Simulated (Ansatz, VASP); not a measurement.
## ScAl3N4 in VASP and in Ansatz

```
CELL_PARAMETERS angstrom
6.48584 -0.00892 -0.00509
-3.25065 5.61244 0.00509
-0.00790 0.00456 10.15846
ATOMIC_POSITIONS crystal
Al 0.33677 0.16323 0.75156
Al 0.16369 0.82752 0.99617
Al 0.33182 0.66970 0.25402
Al 0.16789 0.83472 0.50251
Al 0.33367 0.67162 0.74687
Al 0.67248 0.33631 0.99617
Al 0.83030 0.16818 0.25402
Al 0.66528 0.33211 0.50251
Al 0.82838 0.16633 0.74687
Al 0.83624 0.66376 0.25200
Al 0.66529 0.83471 0.49812
Al 0.83529 0.66471 0.74612
Sc 0.16277 0.33723 0.99229
Sc 0.33773 0.16227 0.24465
Sc 0.16572 0.33428 0.49846
Sc 0.66688 0.83312 0.99669
N 0.15815 0.34185 0.20447
N 0.34217 0.15783 0.44885
N 0.16791 0.33209 0.70731
N 0.34330 0.15670 0.94329
N 0.15522 0.81022 0.18546
N 0.34098 0.68805 0.44219
N 0.16612 0.83367 0.69074
N 0.32693 0.68073 0.93179
N 0.68978 0.34478 0.18546
N 0.81195 0.15902 0.44219
N 0.66633 0.33388 0.69074
N 0.81927 0.17307 0.93179
N 0.66760 0.83240 0.20432
N 0.83397 0.66603 0.44378
N 0.66763 0.83237 0.69082
N 0.84248 0.65752 0.93375
```

Alike in both runs: functional PBE; k mesh 4 × 4 × 3; no spin polarisation.

Ansatz relaxed the structure, and its values are those at the end. VASP's run is a single point on that final structure, the one shown.

|  | VASP | Ansatz |
| --- | --- | --- |
| version | VASP 6.6.1 | Ansatz 0.2.0 |
| potentials or method | VASP PAW PBE potentials, release 64 (Al, Sc_sv, N) | scalar-relativistic, plane waves, PAW |
| plane-wave cutoff (eV) | 520 | 420 |
| occupations | gaussian, width 0.01 eV | fixed |
| valence electrons in the cell | 160 | 160 |

```tsv
	VASP	Ansatz	Ansatz less VASP
gap on the k mesh at the Fermi level (eV)	3.60	3.59	-0.007
least direct gap on the mesh (eV)	3.60	3.60	-0.007
pressure (GPa)	0.1	0.0	-0.09
rms of the force components (eV/Å)	0.025	0.001	-0.0237
```

Ansatz's warnings: stress scf threshold loose.
